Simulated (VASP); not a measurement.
# Au (Fm-3m) in VASP: a series of runs

Au is run at these levels: LDA; tasks: single point, relaxation of cell and atoms.

Program: VASP 6.6.1. These are calculated values, not measurements. Logs are shortened: lines on timing, memory, paths and dates and some standing lists are left out, and cuts for length are marked.

## (1) The cell of the first run

The structure is cubic, space group Fm-3m (No. 225). The conventional cell has a = 4.048 Å, b = 4.048 Å, c = 4.048 Å, α = 90.00°, β = 90.00°, γ = 90.00°. Within 3.8 Å of Au (site symmetry m-3m) lie 12 Au at 2.86 Å.

## (2) Single point, LDA

File INCAR:

```
SYSTEM = Au
PREC = Accurate ; ENCUT = 520
EDIFF = 1E-7 ; ISMEAR = -1
SIGMA = 0.08 ; LREAL = .FALSE.
LASPH = .TRUE. ; NELM = 100
ALGO = Normal ; ISIF = 2
LWAVE = .FALSE. ; LCHARG = .TRUE.
LELF = .TRUE. ; LVHAR = .TRUE.
NBANDS = 12
```

File KPOINTS:

```
Automatic mesh
0
G
  18 18 18
  0 0 0
```

File POSCAR:

```
Au
1.0
    0.0000000000      2.0241108048      2.0241108048
    2.0241108048      0.0000000000      2.0241108048
    2.0241108048      2.0241108048      0.0000000000
Au
1
Direct
    0.0000000000      0.0000000000      0.0000000000
```

Potentials or basis: VASP PAW LDA potentials, release 64 (Au).

The run is started by

```sh
cat potpaw_LDA.64/Au/POTCAR > POTCAR
mpirun -np 1 vasp_std > vasp.out
```

OUTCAR:

```text
SYSTEM = Au
   PREC = Accurate
   ENCUT = 520
   EDIFF = 1E-7
   ISMEAR = -1
   LREAL = .FALSE.
   LASPH = .TRUE.
   NELM = 100
   ISIF = 2

 ion  position               nearest neighbor table
   1  0.000  0.000  0.000-

  LATTYP: Found a face centered cubic cell.
 ALAT       =     4.0482216096

  Lattice vectors:

 A1 = (   0.0000000000,   2.0241108048,   2.0241108048)
 A2 = (   2.0241108048,   0.0000000000,   2.0241108048)
 A3 = (   2.0241108048,   2.0241108048,   0.0000000000)

Analysis of symmetry for initial positions (statically):
=====================================================================
 Subroutine PRICEL returns:
 Original cell was already a primitive cell.

 Routine SETGRP: Setting up the symmetry group for a
 face centered cubic supercell.

 Subroutine GETGRP returns: Found 48 space group operations
 (whereof 48 operations were pure point group operations)
 out of a pool of 48 trial point group operations.

The static configuration has the point symmetry O_h .

Analysis of symmetry for dynamics (positions and initial velocities):
=====================================================================
 Subroutine PRICEL returns:
 Original cell was already a primitive cell.

 Routine SETGRP: Setting up the symmetry group for a
 face centered cubic supercell.

 Subroutine GETGRP returns: Found 48 space group operations
 (whereof 48 operations were pure point group operations)
 out of a pool of 48 trial point group operations.

The dynamic configuration has the point symmetry O_h .

 Subroutine INISYM returns: Found 48 space group operations
 (whereof 48 operations are pure point group operations),
 and found     1 'primitive' translations

----------------------------------------------------------------------------------------

                                     Primitive cell

  volume of cell :      16.5857

  direct lattice vectors                    reciprocal lattice vectors
     0.000000000  2.024110805  2.024110805    -0.247022050  0.247022050  0.247022050
     2.024110805  0.000000000  2.024110805     0.247022050 -0.247022050  0.247022050
     2.024110805  2.024110805  0.000000000     0.247022050  0.247022050 -0.247022050

  length of vectors
     2.862524952  2.862524952  2.862524952     0.427854741  0.427854741  0.427854741

  position of ions in fractional coordinates (direct lattice)
     0.000000000  0.000000000  0.000000000

  ion indices of the primitive-cell ions
   primitive index   ion index
                 1           1

----------------------------------------------------------------------------------------

 KPOINTS: Automatic mesh

Automatic generation of k-mesh.
 Grid dimensions read from file:
 generate k-points for:   18   18   18

 Generating k-lattice:

  Cartesian coordinates                     Fractional coordinates (reciprocal lattice)
    -0.013723447  0.013723447  0.013723447     0.055555556  0.000000000  0.000000000
     0.013723447 -0.013723447  0.013723447     0.000000000  0.055555556  0.000000000
     0.013723447  0.013723447 -0.013723447     0.000000000  0.000000000  0.055555556

  Length of vectors
     0.023769708  0.023769708  0.023769708

  Shift w.r.t. Gamma in fractional coordinates (k-lattice)
     0.000000000  0.000000000  0.000000000

 Subroutine IBZKPT returns following result:
 ===========================================

 Found    195 irreducible k-points:

 Following reciprocal coordinates:
            Coordinates               Weight
  0.000000  0.000000  0.000000      1.000000
  0.055556  0.000000  0.000000      8.000000
  0.111111  0.000000  0.000000      8.000000
  0.166667  0.000000  0.000000      8.000000
  0.222222  0.000000  0.000000      8.000000
  0.277778  0.000000  0.000000      8.000000
[... 16 lines left out ...]
 -0.277778  0.055556  0.000000     24.000000
 -0.222222  0.055556  0.000000     24.000000
 [... further k-points ...]
   k-points           NKPTS =    195   k-points in BZ     NKDIM =    195   number of bands    NBANDS=     12
   number of dos      NEDOS =    301   number of ions     NIONS =      1
   total plane-waves  NPLWV =  13824
   dimension x,y,z NGX =    24 NGY =   24 NGZ =   24
   dimension x,y,z NGXF=    48 NGYF=   48 NGZF=   48
   ions per type =               1
   NGX,Y,Z   is equivalent  to a cutoff of  13.94, 13.94, 13.94 a.u.
   NGXF,Y,Z  is equivalent  to a cutoff of  27.88, 27.88, 27.88 a.u.
 SYSTEM =  Au
   PREC   = accura    normal or accurate (medium, high low for compatibility)
   ISTART =      0    job   : 0-new  1-cont  2-samecut
   ICHARG =      2    charge: 1-file 2-atom 10-const
   ISPIN  =      1    spin polarized calculation?
   LNONCOLLINEAR =      F non collinear calculations
   LSORBIT =      F    spin-orbit coupling
   LASPH  =      T    aspherical Exc in radial PAW
   ENCUT  =  520.0 eV  38.22 Ry    6.18 a.u.   5.32  5.32  5.32*2*pi/ulx,y,z
   NELM   =    100;   NELMIN=  2; NELMDL= -5     # of ELM steps
   EDIFF  = 0.1E-06   stopping-criterion for ELM
   LREAL  =      F    real-space projection
   EDIFFG = 0.1E-05   stopping-criterion for IOM
   NSW    =      0    number of steps for IOM
   IBRION =     -1    ionic relax: 0-MD 1-quasi-New 2-CG
   NFREE  =      0    steps in history (QN), initial steepest desc. (CG)
   ISIF   =      2    stress and relaxation
   ISYM   =      2    0-nonsym 1-usesym 2-fastsym
   POTIM  = 0.5000    time-step for ionic-motion
   TEBEG  =    0.0;   TEEND  =   0.0 temperature during run
   PSTRESS=    0.0 pullay stress
   NELECT =      11.0000    total number of electrons
   NUPDOWN=      -1.0000    fix difference up-down
   EMIN   =  10.00;   EMAX   =-10.00  energy-range for DOS
   EFERMI =   0.00;   METHOD = LEGACY
   ISMEAR =    -1;   SIGMA  =   0.08  broadening in eV -4-tet -1-fermi 0-gaus
   EFERMI_NEDOS =   21; number of points for ismear=-14 and -15
   IALGO  =     38    algorithm
   IMIX   =      4    mixing-type and parameters
     AMIX     =   0.40;   BMIX     =  1.00
     AMIX_MAG =   1.60;   BMIX_MAG =  1.00
  volume/ion in A,a.u.               =      16.59       111.93
  Fermi-wavevector in a.u.,A,eV,Ry     =   1.427671  2.697907 27.731996  2.038244
  Thomas-Fermi vector in A             =   2.547815
   LORBIT       =      0    0 simple, 1 ext, 2 COOP (PROOUT), +10 PAW based schemes
   GGA     = CA    functional components
   LHFCALC =     F    Hartree Fock is set to
   AEXX    =    0.0000 exact exchange contribution
   IVDW    =     0    specifies the selected vdW correction
   LEPSILON=     F    determine dielectric tensor
   LRPA    =     F    only Hartree local field effects (RPA)
 non-spin polarized calculation
  energy-cutoff  :      520.00
  volume of cell :       16.59
 maximum number of plane-waves:       459
 NGX is ok and might be reduce to    24
   NGX = 11   NGY = 11   NGZ = 11

 number of electron      10.9999999 magnetization

 Free energy of the ion-electron system (eV)
  ---------------------------------------------------
  ext. energy  EPLUGINS =         0.00000000
  ---------------------------------------------------
  free energy    TOTEN  =        -4.44830736 eV

  energy without entropy =       -4.44244773  energy(sigma->0) =       -4.44537754

 E-fermi :   9.7419     XC(G=0): -13.1406

 val. band max:        9.7202548032   @ k =   0.5000   0.1667   0.0556
 cond. band min:       9.7439300279   @ k =   0.5000   0.2778   0.1111
 fundamental gap:      0.0236752247
 Fermi energy:         9.7418510949

 k-point     1 :       0.0000    0.0000    0.0000
  band No.  band energies     occupation
      1      -0.4539      2.00000
      2       4.8917      2.00000
      3       4.8917      2.00000
      4       4.8917      2.00000
      5       6.5055      2.00000
      6       6.5055      2.00000
      7      24.1960      0.00000
      8      28.3073      0.00000
      9      28.3073      0.00000
     10      28.3073      0.00000
     11      33.4247      0.00000
     12      38.3112      0.00000

 k-point     2 :       0.0556    0.0000    0.0000
  band No.  band energies     occupation
      1      -0.3432      2.00000
      2       4.8537      2.00000
      3       4.9311      2.00000
      4       4.9311      2.00000
      5       6.4869      2.00000
      6       6.4869      2.00000
      7      24.3351      0.00000
      8      27.6095      0.00000
      9      28.4464      0.00000
     10      28.4464      0.00000
     11      34.0476      0.00000
     12      36.8696      0.00000

 k-point     3 :       0.1111    0.0000    0.0000
  band No.  band energies     occupation
      1      -0.0199      2.00000
      2       4.7571      2.00000
      3       5.0339      2.00000
      4       5.0339      2.00000
      5       6.4488      2.00000
      6       6.4488      2.00000
      7      24.6693      0.00000
      8      26.1426      0.00000
      9      28.8422      0.00000
     10      28.8422      0.00000
     11      33.8565      0.00000
     12      36.2060      0.00000

 k-point     4 :       0.1667    0.0000    0.0000
  band No.  band energies     occupation
      1       0.4831      2.00000
      2       4.6564      2.00000
      3       5.1494      2.00000
      4       5.1494      2.00000
      5       6.4468      2.00000
      6       6.4468      2.00000
      7      24.0858      0.00000
      8      25.3491      0.00000
      9      29.4141      0.00000
     10      29.4141      0.00000
     11      32.3601      0.00000
     12      34.6312      0.00000

 k-point     5 :       0.2222    0.0000    0.0000
  band No.  band energies     occupation
      1       1.0894      2.00000
      2       4.6536      2.00000
      3       5.2001      2.00000
      4       5.2001      2.00000
      5       6.5604      2.00000
      6       6.5604      2.00000
      7      22.1359      0.00000
      8      25.4525      0.00000
      9      29.9183      0.00000
     10      29.9183      0.00000
     11      31.6031      0.00000
     12      33.2911      0.00000

 k-point     6 :       0.2778    0.0000    0.0000
  band No.  band energies     occupation
      1       1.6481      2.00000
      2       4.9180      2.00000
      3       5.1542      2.00000
      4       5.1542      2.00000
      5       6.8142      2.00000
      6       6.8142      2.00000
      7      19.9800      0.00000
      8      25.1330      0.00000
      9      29.7171      0.00000
     10      29.7171      0.00000
     11      31.9706      0.00000
     12      32.8926      0.00000

 k-point     7 :       0.3333    0.0000    0.0000
  band No.  band energies     occupation
      1       1.9917      2.00000
      2       5.0547      2.00000
      3       5.0547      2.00000
      4       5.6181      2.00000
      5       7.1436      2.00000
      6       7.1436      2.00000
      7      17.7671      0.00000
      8      24.5844      0.00000
      9      28.7832      0.00000
     10      28.7832      0.00000
     11      33.1301      0.00000
     12      33.4704      0.00000

 k-point     8 :       0.3889    0.0000    0.0000
  band No.  band energies     occupation
      1       2.1188      2.00000
      2       4.9533      2.00000
      3       4.9533      2.00000
      4       6.7179      2.00000
      5       7.4606      2.00000
      6       7.4606      2.00000
      7      15.6365      0.00000
      8      24.0891      0.00000
      9      27.8392      0.00000
     10      27.8392      0.00000
     11      34.2595      0.00000
     12      34.2595      0.00000
[... 166 lines left out ...]
 k-point    20 :      -0.4444    0.0556    0.0000
  band No.  band energies     occupation
      1       2.2278      2.00000
      2       4.8187      2.00000
      3       4.9256      2.00000
      4       7.1551      2.00000
      5       7.6671      2.00000
      6       8.9881      1.99984
      7      13.3740      0.00000
      8      23.8054      0.00000
      9      26.4331      0.00000
     10      27.1185      0.00000
     11      34.8672      0.00000
     12      35.1173      0.00000

 k-point    21 :      -0.3889    0.0556    0.0000
  band No.  band energies     occupation
      1       2.2204      2.00000
      2       4.8859      2.00000
      3       4.9758      2.00000
      4       6.6234      2.00000
      5       7.4116      2.00000
      6       8.2185      2.00000
      7      15.0171      0.00000
      8      24.0442      0.00000
      9      26.6377      0.00000
     10      27.9199      0.00000
     11      34.0259      0.00000
     12      34.7754      0.00000

 k-point    22 :      -0.3333    0.0556    0.0000
  band No.  band energies     occupation
      1       2.1449      2.00000
      2       4.9845      2.00000
      3       5.0677      2.00000
      4       5.7296      2.00000
      5       7.0633      2.00000
      6       7.6758      2.00000
      7      17.0882      0.00000
      8      24.4639      0.00000
      9      27.1721      0.00000
     10      29.1024      0.00000
     11      32.7849      0.00000
     12      34.0264      0.00000

 k-point    23 :      -0.2778    0.0556    0.0000
  band No.  band energies     occupation
      1       1.8861      2.00000
      2       4.9216      2.00000
      3       5.1592      2.00000
      4       5.1774      2.00000
      5       6.6952      2.00000
      6       7.2560      2.00000
      7      19.2947      0.00000
      8      24.9818      0.00000
      9      27.8881      0.00000
     10      30.5544      0.00000
     11      31.4866      0.00000
     12      33.0521      0.00000

 k-point    24 :      -0.2222    0.0556    0.0000
  band No.  band energies     occupation
      1       1.3839      2.00000
      2       4.6033      2.00000
      3       5.2136      2.00000
      4       5.2542      2.00000
      5       6.3979      2.00000
      6       6.9080      2.00000
      7      21.4868      0.00000
      8      25.3898      0.00000
      9      28.4974      0.00000
     10      30.6911      0.00000
     11      31.4123      0.00000
     12      32.8211      0.00000

 [... further k-points ...]
[... 5 lines left out ...]
  --------------------------------------------------------------------------------------
  -------------------------------------------------------------------------------------
  Total        0.0505591      0.0505591      0.0505591      0.0000000      0.0000000      0.0000000
  in kB        4.8840198      4.8840198      4.8840198      0.0000000      0.0000000      0.0000000
  external PRESSURE =       4.8840198 kB  Pullay stress =       0.0000000 kB

 VOLUME and BASIS-vectors are now :
 -----------------------------------------------------------------------------
  energy-cutoff  :      520.00
  volume of cell :       16.59
      direct lattice vectors                 reciprocal lattice vectors
     0.000000000  2.024110805  2.024110805    -0.247022050  0.247022050  0.247022050
     2.024110805  0.000000000  2.024110805     0.247022050 -0.247022050  0.247022050
     2.024110805  2.024110805  0.000000000     0.247022050  0.247022050 -0.247022050

 POSITION                                       TOTAL-FORCE (eV/Angst)
 -----------------------------------------------------------------------------------
      0.00000      0.00000      0.00000        -0.000000      0.000000      0.000000
 -----------------------------------------------------------------------------------
    total drift:                               -0.000000      0.000000     -0.000000

  FREE ENERGIE OF THE ION-ELECTRON SYSTEM (eV)
  ---------------------------------------------------
  free  energy   TOTEN  =        -4.4483073563 eV

  energy  without entropy=       -4.4424477309  energy(sigma->0) =       -4.44537754
```

Wall time 49 s (1 thread of AMD EPYC 7R13, shared host); peak memory 0.16 GiB.

What came out:

```yaml
Free_energy: -4.4483 eV
Pressure: 0.5 GPa
```

Caveat: spin-orbit coupling is left out, which moves the levels of the heavy elements.

## (3) Relaxation of cell and atoms, LDA

This run uses another cell than the first one, of 16.95 Å³/atom, 1.022 times its volume.

File INCAR:

```
SYSTEM = Au
ALGO     = Normal         ! electronic algorithm
EDIFF    = 1E-6           ! SCF threshold, eV
EDIFFG   = -0.005         ! ionic threshold
ENCUT    = 600            ! plane-wave cutoff, eV
IBRION   = 2              ! ionic algorithm
ISIF     = 3              ! what is computed and relaxed
ISMEAR   = -1             ! smearing method
LASPH    = .True.         ! aspherical terms in the spheres
LCHARG   = .False.        ! write CHGCAR
LREAL    = .False.        ! projectors in reciprocal space
LWAVE    = .False.        ! write WAVECAR
NELM     = 80             ! most SCF steps
NSW      = 60             ! ionic steps
PREC     = Accurate       ! precision mode
SIGMA    = 0.08           ! smearing width, eV
```

File KPOINTS:

```
k-points
0
Gamma
  18 18 18
  0 0 0
```

File POSCAR:

```
Au
1.0
    0.0000000000      2.0388247748      2.0388247748
    2.0388247748      0.0000000000      2.0388247748
    2.0388247748      2.0388247748      0.0000000000
Au
1
Direct
    0.0000000000      0.0000000000      0.0000000000
```

Potentials or basis: VASP PAW LDA potentials, release 64 (Au).

The run is started by

```sh
cat potpaw_LDA.64/Au/POTCAR > POTCAR
mpirun -np 1 vasp_std > vasp.out
```

It took 68 s on 1 thread of AMD EPYC 7R13, shared host; peak memory 0.17 GiB.

It converged, with:

| Property | Result |
| --- | --- |
| Free energy | -4.4484 eV |
| Relaxed volume | 16.64 Å³/atom |
| Relaxed cell | a = 2.866 Å, b = 2.866 Å, c = 2.866 Å, α = 60.00°, β = 60.00°, γ = 60.00° |
| Space group after relaxing (to 0.05 Å) | Fm-3m (No. 225) |
| Energy gained by relaxing | 3.4 meV/atom |
| Ionic steps | 3 |
| Pressure after relaxing | 0.0 GPa |

Step by step:
| step | energy change (eV) | largest force (eV/Å) | pressure (GPa) | volume (Å³) |
| --- | --- | --- | --- | --- |
| 1 | 0.0000 | 0.0000 | -3.42 | 16.95 |
| 2 | 0.0088 | 0.0000 | 7.28 | 16.08 |
| 3 | -0.0034 | 0.0000 | -0.04 | 16.64 |

Final structure:
```
Au
1.0
     0.00000    2.02630    2.02630
     2.02630    0.00000    2.02630
     2.02630    2.02630    0.00000
Au
1
Direct
  0.00000 0.00000 0.00000
```

Levels at points of the mesh, in eV from the Fermi level:
```tsv
k point	band 2	band 3	band 4	band 5	band 6	band 7	band 8	band 9
(0.00, 0.00, 0.00)	-4.83	-4.83	-4.83	-3.23	-3.23	14.46	18.55	18.55
(0.50, 0.00, 0.00)	-4.87	-4.87	-1.97	-1.97	-1.11	3.19	13.92	17.21
(0.50, 0.50, 0.00)	-6.98	-2.01	-1.63	-1.63	0.91	5.95	10.00	10.00
```

Caveat: spin-orbit coupling is left out, which moves the levels of the heavy elements.
